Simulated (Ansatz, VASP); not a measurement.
**Two plane-wave programs on Mo**

File INCAR:

```
SYSTEM = Mo
PREC = Accurate
ENCUT = 520
EDIFF = 1E-7
ISMEAR = 0
SIGMA = 0.15
LREAL = .FALSE.
LASPH = .TRUE.
NELM = 80
ALGO = Fast
ISIF = 2
LWAVE = .FALSE.
LCHARG = .FALSE.
GGA = PE
NBANDS = 13
```

The input KPOINTS:

```
regular mesh
0
G
  26 26 26
  0 0 0
```

File POSCAR:

```
Mo
1.0
   -1.5802194352      1.5802194352      1.5407139493
    1.5802194352     -1.5802194352      1.5407139493
    1.5802194352      1.5802194352     -1.5407139493
Mo
1
Direct
    0.0000000000      0.0000000000      0.0000000000
```

Input for Ansatz:

```yaml
crystal:
  lattice:
    - [-1.5802194352, 1.5802194352, 1.5407139493]
    - [1.5802194352, -1.5802194352, 1.5407139493]
    - [1.5802194352, 1.5802194352, -1.5407139493]
  atoms:
    - { symbol: Mo, position: [0.0, 0.0, 0.0] }
basis:
  ecutwfc: 420
kpoints:
  mp_grid: { grid: [26, 26, 26] }
hamiltonian:
  xc: pbe
scf:
  occupations: { method: gaussian, width: 0.15 }
output:
  forces: true
  stress: true
  eigenvalues: true
  write_density: true
  write_potential: true
  elf: true
  volumetric_format: npy
```

Change from the starting cell: strain +0.000 along x and y, -0.025 along z, atoms carried along.

Alike in both runs: task single point; functional PBE; k mesh 26 × 26 × 26; occupations gaussian, width 0.15 eV; no spin polarisation.

|  | VASP | Ansatz |
| --- | --- | --- |
| version | VASP 6.6.1 | Ansatz 0.2.0 |
| potentials or method | VASP PAW PBE potentials, release 64 (Mo_sv), cutoff 520 eV | scalar-relativistic, plane waves, PAW |
| valence electrons in the cell | 14 | 14 |

Ansatz gave:

| Item | Value |
| --- | --- |
| gap on the k mesh at the Fermi level (eV) | none |
| pressure (GPa) | 7.1 |
| traceless stress, the component that is largest in VASP (GPa) | 5.60 |

Task: Estimate VASP's values.

Result: gap on the k mesh at the Fermi level (eV): none; pressure (GPa): 7.7; traceless stress, the component that is largest in VASP (GPa): 5.60.

A gap of «none» marks a metal or a gap that the smearing closes. With one functional, cell and mesh, what is left measures potentials, basis and numerics.
